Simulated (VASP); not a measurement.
# AlN (P6_3mc) in VASP: further runs, part 2 of 2

VASP 6.6.1. The steps go on from the part before.

**3. Single point, PBEsol**

This run uses another cell than the first one, of the same volume but with other edges.

INCAR

```
SYSTEM = AlN
ALGO = Normal ; EDIFF = 1E-7
ENCUT = 520 ; GGA = PS
ISIF = 2 ; ISMEAR = 0
LASPH = .TRUE. ; LCHARG = .TRUE.
LELF = .TRUE. ; LREAL = .FALSE.
LVHAR = .TRUE. ; LWAVE = .FALSE.
NBANDS = 26 ; NELM = 60
PREC = Accurate ; SIGMA = 0.05
```

KPOINTS

```
k-points
0
G
  8 8 3
  0 0 0
```

POSCAR

```
AlN
1.0
   -3.1135599822      0.0000000000      0.0000000000
   -1.5567799911     -2.6964220408      0.0000000000
    0.0000000000      0.0000000000      9.9667009506
Al N
4 4
Direct
    0.3333333333      0.3333333333      0.0007550585
    0.3333333333      0.3333333333      0.5007550585
    0.6666666667      0.6666666667      0.2507550585
    0.6666666667      0.6666666667      0.7507550585
    0.3333333333      0.3333333333      0.1917449415
    0.3333333333      0.3333333333      0.6917449415
    0.6666666667      0.6666666667      0.4417449415
    0.6666666667      0.6666666667      0.9417449415
```

Potentials or basis: VASP PAW PBE potentials, release 64 (Al, N).

Command:

```sh
$ cat potpaw_PBE.64/Al/POTCAR potpaw_PBE.64/N/POTCAR > POTCAR
$ mpirun -np 1 vasp_std > vasp.out
```

OUTCAR:

```text
SYSTEM = AlN
   EDIFF = 1E-7
   ENCUT = 520
   GGA = PS
   ISIF = 2
   ISMEAR = 0
   LASPH = .TRUE.
   LREAL = .FALSE.
   NELM = 60
   PREC = Accurate

 ion  position               nearest neighbor table
   1  0.333  0.333  0.001-   8 1.89   8 1.89   8 1.89   5 1.90   4 3.07   3 3.07   3 3.07   4 3.07
                             3 3.07   4 3.07
   2  0.333  0.333  0.501-   7 1.89   7 1.89   7 1.89   6 1.90   4 3.07   3 3.07   3 3.07   4 3.07
                             3 3.07   4 3.07
   3  0.667  0.667  0.251-   5 1.89   5 1.89   5 1.89   7 1.90   1 3.07   2 3.07   2 3.07   1 3.07
                             1 3.07   2 3.07
   4  0.667  0.667  0.751-   6 1.89   6 1.89   6 1.89   8 1.90   1 3.07   2 3.07   2 3.07   1 3.07
                             1 3.07   2 3.07
   5  0.333  0.333  0.192-   3 1.89   3 1.89   3 1.89   1 1.90
   6  0.333  0.333  0.692-   4 1.89   4 1.89   4 1.89   2 1.90
   7  0.667  0.667  0.442-   2 1.89   2 1.89   2 1.89   3 1.90
   8  0.667  0.667  0.942-   1 1.89   1 1.89   1 1.89   4 1.90
[... 7 lines left out ...]
 A1 = (   1.5567799911,   2.6964220408,   0.0000000000)
 A2 = (  -3.1135599822,   0.0000000000,   0.0000000000)
 A3 = (   0.0000000000,   0.0000000000,   9.9667009506)
[... 206 lines left out ...]
  band No.  band energies     occupation
      1      -9.1102      2.00000
      2      -8.2125      2.00000
      3      -8.2125      2.00000
      4      -6.9301      2.00000
      5       0.0015      2.00000
      6       2.6923      2.00000
[... 569 lines left out ...]
     25      17.3210      0.00000
     26      17.5738      0.00000

------------------------ aborting loop because EDIFF is reached ----------------------------------------

  FORCE on cell =-STRESS in cart. coord.  units (eV):
  Direction    XX          YY          ZZ          XY          YZ          ZX
  --------------------------------------------------------------------------------------
  -------------------------------------------------------------------------------------
  Total        0.0109277      0.0109277      0.0083222      0.0000000      0.0000000      0.0000000
  in kB        0.2092386      0.2092386      0.1593499      0.0000000      0.0000000      0.0000000
  external PRESSURE =       0.1926090 kB  Pullay stress =       0.0000000 kB

 VOLUME and BASIS-vectors are now :
 -----------------------------------------------------------------------------
  energy-cutoff  :      520.00
  volume of cell :       83.68
      direct lattice vectors                 reciprocal lattice vectors
    -3.113559982  0.000000000  0.000000000    -0.321175762  0.185430913  0.000000000
    -1.556779991 -2.696422041  0.000000000     0.000000000 -0.370861825  0.000000000
     0.000000000  0.000000000  9.966700951     0.000000000  0.000000000  0.100334103

 POSITION                                       TOTAL-FORCE (eV/Angst)
 -----------------------------------------------------------------------------------
     -1.55678     -0.89881      0.00753         0.000000      0.000000     -0.000438
     -1.55678     -0.89881      4.99088        -0.000000      0.000000     -0.000438
     -3.11356     -1.79761      2.49920         0.000000     -0.000000     -0.000438
     -3.11356     -1.79761      7.48255         0.000000     -0.000000     -0.000438
     -1.55678     -0.89881      1.91106         0.000000      0.000000      0.000438
     -1.55678     -0.89881      6.89441         0.000000      0.000000      0.000438
     -3.11356     -1.79761      4.40274        -0.000000     -0.000000      0.000438
     -3.11356     -1.79761      9.38609        -0.000000     -0.000000      0.000438
 -----------------------------------------------------------------------------------
    total drift:                                0.000000      0.000000      0.001145

  FREE ENERGIE OF THE ION-ELECTRON SYSTEM (eV)
  ---------------------------------------------------
  free  energy   TOTEN  =       -62.6246951143 eV

  energy  without entropy=      -62.6246951143  energy(sigma->0) =      -62.62469511
```

Wall time 49 s (1 thread of Intel Xeon 6975P-C, shared host); peak memory 0.2 GiB.

Results:

```
Free energy            : -62.6247 eV
Pressure               : 0.0 GPa
Band gap on the k mesh : 4.11 eV
```

Caveat: the PAW data sets were made with another functional, which shifts forces and pressure a little.

**4. Single point, PBEsol**

This run uses another cell than the first one: it holds 4 atoms, not 8.

INCAR

```
SYSTEM = AlN
  ALGO = Normal
  EDIFF = 1E-6
  ENCUT = 600
  GGA = PS
  GGA_COMPAT = .FALSE.
  ISIF = 2
  ISMEAR = 0
  LASPH = .TRUE.
  LCHARG = .FALSE.
  LREAL = .FALSE.
  LWAVE = .FALSE.
  NBANDS = 16
  NELM = 120
  PREC = Accurate
  SIGMA = 0.02
```

KPOINTS

```
k-points
0
G
  9 9 6
  0 0 0
```

POSCAR

```
AlN
1.0
    3.1135599857      0.0000000000      0.0000000000
   -1.5567799928      2.6964220438      0.0000000000
    0.0000000000      0.0000000000      4.9833504711
Al N
2 2
Direct
    0.3333333333      0.6666666667      0.0015101169
    0.6666666667      0.3333333333      0.5015101169
    0.3333333333      0.6666666667      0.3834898831
    0.6666666667      0.3333333333      0.8834898831
```

Command:

```sh
$ cat potpaw_PBE.64/Al/POTCAR potpaw_PBE.64/N/POTCAR > POTCAR
$ mpirun -np 1 vasp_std > vasp.out
```

Wall time 28 s (1 thread of Intel Xeon 6975P-C, shared host); peak memory 0.19 GiB.

Results (log left out):

- Free energy: -31.3157 eV
- Pressure: -0.2 GPa
- Band gap on the k mesh: 4.11 eV, direct

Levels at points of the mesh, in eV from the valence-band top:
```csv
k point,band 5,band 6,band 7,band 8,band 9,band 10,band 11,band 12
"(0.00, 0.00, 0.00)",-0.88,-0.22,-0.22,0.00,4.11,6.55,10.49,11.02
"(0.00, 0.00, 0.50)",-0.56,-0.56,-0.56,-0.56,6.37,6.37,10.20,10.20
```

Caveat: the PAW data sets were made with another functional, which shifts forces and pressure a little.

**5. The runs side by side**

| cell | k mesh | cutoff (eV) | smearing | gap on the mesh (eV) | pressure (GPa) |
| --- | --- | --- | --- | --- | --- |
| a = 3.114, b = 5.393, c = 5.876 Å, angles 117.3, 105.4, 90.0°, 8 atoms | 8 × 8 × 8 | 520 | gaussian 0.05 eV | 4.11 | 0.0 |
| a = 3.114, b = 3.114, c = 9.967 Å, angles 90.0, 90.0, 60.0°, 8 atoms | 8 × 8 × 3 | 520 | gaussian 0.05 eV | 4.11 | 0.0 |
| a = 3.114, b = 3.114, c = 4.983 Å, angles 90.0, 90.0, 120.0°, 4 atoms | 9 × 9 × 6 | 600 | gaussian 0.02 eV | 4.11 | -0.2 |

Alike in all rows: task single point; level PBEsol; potentials or basis VASP PAW PBE potentials, release 64 (Al, N); no spin polarisation.

Caveats: the PAW data sets were made with another functional, which shifts forces and pressure a little.

Total energies depend on the potentials used, so only differences within one code and one set of settings carry meaning.

**6. How close it comes**

Step 4. Against the measured gap of AlN, 6.0343 eV (an exciton energy, a little under the gap; 0 K; quoted in “Structural and optical properties of self-assembled AlN nanowires grown on SiO2/Si substrates by molecular beam epitaxy”, 2024, arxiv:2402.00216), the calculated 4.11 eV is off by -1.92 eV. 2 values of this kind are on record (6.034 to 6.0343 eV); this one was drawn at random. The value is that of PBEsol on a finite k mesh, which can miss the band edges, without temperature or zero-point motion. Semilocal functionals fall short of measured gaps as a rule.
